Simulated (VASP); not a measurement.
Here is a VASP 6.6.1 calculation.

Contents of INCAR:

```
PREC = Accurate ; ENCUT = 520
EDIFF = 1E-6 ; ISMEAR = 0
SIGMA = 0.05 ; LREAL = False
LASPH = True ; NELM = 80
ALGO = Normal ; ISIF = 2
LWAVE = False ; LCHARG = False
GGA = PE ; NBANDS = 11
```

The input KPOINTS:

```
Automatic mesh
0
Gamma
  8 8 8
```

File POSCAR:

```
Si
1.0
    0.0000000000      2.7348812168      2.7348812168
    2.7348812168      0.0000000000      2.7348812168
    2.7348812168      2.7348812168      0.0000000000
Si
2
Direct
    0.5043877591      0.4956122409      0.4868367226
    0.7456122409      0.7543877591      0.7631632774
```

Potentials or basis: VASP PAW PBE potentials, release 64 (Si).

Launch:

```sh
$ cat potpaw_PBE.64/Si/POTCAR > POTCAR
$ mpirun -np 1 vasp_std > vasp.out
```

Q: Estimate the largest force.

A: 1.389 eV/Å.

Q: What does it give for the band gap on the k mesh?

A: Zero (filled and empty bands overlap).

Q: Predict the pressure.

A: 0.3 GPa.

Stress tensor (GPa, compression positive):
```
-0.03  0.36 -1.71
 0.36  0.43 -3.45
-1.71 -3.45  0.56
```

Caveat: the cell differs from its parent crystal (atoms displaced along a vibrational mode); semilocal functionals underestimate gaps, so a narrow gap can read as zero; forces of over 1 eV/Å act on the atoms, so gaps and moduli don't describe the material at rest.
